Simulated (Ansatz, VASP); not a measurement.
**Zr: VASP beside Ansatz**

The input INCAR:

```
PREC = Accurate
ENCUT = 520
EDIFF = 1E-8
ISMEAR = -1
SIGMA = 0.05
LREAL = False
LASPH = True
NELM = 100
ALGO = Normal
ISIF = 2
LWAVE = False
LCHARG = False
GGA = PE
LEFG = True
NBANDS = 12
```

The input KPOINTS:

```
Automatic mesh
0
Gamma
  16 16 16
```

Contents of POSCAR:

```
Zr
1.0
    0.0000000000      2.2846744556      2.2846744556
    2.2846744556      0.0000000000      2.2846744556
    2.2846744556      2.2846744556      0.0000000000
Zr
1
Direct
    0.0000000000      0.0000000000      0.0000000000
```

Input for Ansatz:

```yaml
crystal:
  lattice:
    - [0.0, 2.2846744556, 2.2846744556]
    - [2.2846744556, 0.0, 2.2846744556]
    - [2.2846744556, 2.2846744556, 0.0]
  atoms:
    - { symbol: Zr, position: [0.0, 0.0, 0.0] }
kpoints:
  mp_grid: { grid: [16, 16, 16] }
scf:
  occupations: { method: fermi_dirac, width: 0.05 }
hamiltonian:
  xc: pbe
  pseudopotentials: { kind: all_electron, datasets: crystal }
output:
  forces: true
  stress: true
  eigenvalues: true
  efg: { contact_densities: true }
```

Change from the starting cell: volume scaled by 1.04, crystal datasets.

Alike in both runs: task electric field gradients; functional PBE; k mesh 16 × 16 × 16; occupations fermi-dirac, width 0.05 eV; no spin polarisation.

|  | VASP | Ansatz |
| --- | --- | --- |
| version | VASP 6.6.1 | Ansatz 0.2.0 |
| potentials or method | VASP PAW PBE potentials, release 64 (Zr_sv), cutoff 520 eV | all-electron PAW with datasets made for the crystal, scalar-relativistic |

```csv
,VASP,Ansatz,Ansatz less VASP
pressure (GPa),-2.4,-2.4,+0.01
```

Ansatz ran all-electron here, and VASP with PAW potentials.
